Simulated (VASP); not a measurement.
Crystal: GdAg.

```
Gd Ag
1.0
     3.65300    0.00000    0.00000
     0.00000    3.65300    0.00000
     0.00000    0.00000    3.65300
Gd Ag
1 1
Direct
  0.50000 0.50000 0.50000
  0.00000 0.00000 0.00000
```

Base run:

```yaml
Program: VASP 6.6.1
Functional: r2SCAN
Potentials_or_basis: VASP PAW PBE potentials, release 64 (Gd, Ag)
Cutoff: 520 eV
k_mesh: 8 × 8 × 8
Occupations: fermi-dirac, width 0.15 eV
Spin: collinear spin, ferromagnetic start
Starting_moments: "[4.9, 0.0] μB"
```

Its results: pressure 0.1 GPa; net moment 7.49 μB per cell; site moments Gd +6.93; Ag +0.01 μB.

Task: After a change of settings the same cell gave: pressure 0.1 GPa; net moment 8.15 μB per cell; site moments Gd +7.10; Ag +0.11 μB. Which change was it?
A. k mesh from 8 × 8 × 8 to 2 × 2 × 2
B. k mesh from 8 × 8 × 8 to 4 × 4 × 4
C. k mesh from 8 × 8 × 8 to 3 × 3 × 3
D. k mesh from 8 × 8 × 8 to 6 × 6 × 6

Result: C.

Caveats: some runs use coarse meshes; the PAW data sets were made with another functional, which shifts forces and pressure a little.
